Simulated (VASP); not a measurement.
Set up this calculation in VASP 6.6.1, as the native input.

| Quantity | Value |
| --- | --- |
| Task | single point |
| Functional | PBE |
| Potentials or basis | VASP PAW PBE potentials, release 64 (Nd_3, Hf_pv), 4f in core |
| Cutoff | 500 eV |
| k mesh | 5 × 5 × 5 |
| Occupations | gaussian, width 0.2 eV |
| Spin | no spin polarisation |
| Dipole correction | no |
| Mended | yes |
| Further INCAR settings | ALGO = Normal; EDIFF = 1e-06; NBANDS = 18 |

The structure of NdHf lies in POSCAR:

```
NdHf
1.0
    3.0786281727     -3.0811757040      0.0000000000
    3.0786281727      3.0811757040      0.0000000000
    0.0000000000      0.0000000000      3.0419135077
Nd Hf
1 1
Direct
    0.5000000000      0.5000000000      0.0000000000
    0.0000000000      0.0000000000      0.0000000000
```

The cell was built from a structure type or drawn by symmetry, and may not be a known phase.

These files were run (other wordings do the same):

INCAR

```
  PREC = Accurate
  ENCUT = 500
  EDIFF = 1E-6
  ISMEAR = 0
  SIGMA = 0.2
  LREAL = F
  LASPH = T
  NELM = 200
  ALGO = Normal
  ISIF = 2
  LWAVE = F
  LCHARG = F
  GGA = PE
  NBANDS = 18
  GGA_COMPAT = F
  LMAXMIX = 6
```

KPOINTS

```
regular mesh
0
Gamma
  5 5 5
```

Potentials or basis: VASP PAW PBE potentials, release 64 (Nd_3, Hf_pv), 4f in core.

Command:

```sh
$ cat potpaw_PBE.64/Nd_3/POTCAR potpaw_PBE.64/Hf_pv/POTCAR > POTCAR
$ mpirun -np 1 vasp_std > vasp.out
```

Results of the run:

```
Pressure               : 0.6 GPa
Band gap on the k mesh : zero (an odd number of electrons rules out a gap without spin polarisation)
```

Caveat: the k points lie up to 0.41 Å⁻¹ apart, too coarse for converged energies and pressures of a metal; spin-orbit coupling is left out, which moves the levels of the heavy elements; the 4f electrons are frozen in the core, so they carry no moment and show no levels.

Wall time 7.9 s on 1 thread of Intel(R) Xeon(R) 6975P-C (Granite Rapids), with other jobs on the host, peak memory 0.18 GiB.
